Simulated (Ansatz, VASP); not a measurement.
**Rh in VASP and in Ansatz**

Contents of INCAR:

```
ALGO = Normal ; EDIFF = 1E-6
ENCUT = 520 ; GGA = PE
ISIF = 2 ; ISMEAR = 0
LASPH = True ; LCHARG = True
LELF = True ; LREAL = False
LVHAR = True ; LWAVE = False
NBANDS = 14 ; NELM = 60
PREC = Accurate ; SIGMA = 0.017
```

The input KPOINTS:

```
k-points
0
Gamma
  12 12 12
```

Contents of POSCAR:

```
Rh
1.0
    0.0000000000      1.8978500000      1.8978500000
    1.8978500000      0.0000000000      1.8978500000
    1.8978500000      1.8978500000      0.0000000000
Rh
1
Direct
    0.0000000000      0.0000000000      0.0000000000
```

File input.yaml:

```yaml
crystal:
  lattice:
    - [0.0, 1.89785, 1.89785]
    - [1.89785, 0.0, 1.89785]
    - [1.89785, 1.89785, 0.0]
  atoms:
    - { symbol: Rh, position: [0.0, 0.0, 0.0] }
hamiltonian:
  xc: pbe
  pseudopotentials: { kind: paw }
kpoints:
  mp_grid: { grid: [12, 12, 12] }
scf:
  occupations: { method: gaussian, width: 0.017 }
output:
  forces: true
  stress: true
  eigenvalues: true
```

Alike in both runs: task single point; functional PBE; k mesh 12 × 12 × 12; occupations gaussian, width 0.017 eV; no spin polarisation.

|  | VASP | Ansatz |
| --- | --- | --- |
| version | VASP 6.6.1 | Ansatz 0.2.0 |
| potentials or method | VASP PAW PBE potentials, release 64 (Rh_pv) | Ansatz PAW |
| plane-wave cutoff (eV) | 520 | 420 |
| valence electrons in the cell | 15 | 17 |

VASP gave:

```
gap on the k mesh at the Fermi level (eV) : none
pressure (GPa)                            : 7.4
```

Task: Estimate Ansatz's values.

Result: gap on the k mesh at the Fermi level (eV): none; pressure (GPa): 7.2.

A gap of «none» marks a metal or a gap that the smearing closes. VASP's potentials hold 15 valence electrons a cell and Ansatz's 17, so a difference there can come from the potentials and not from the codes.
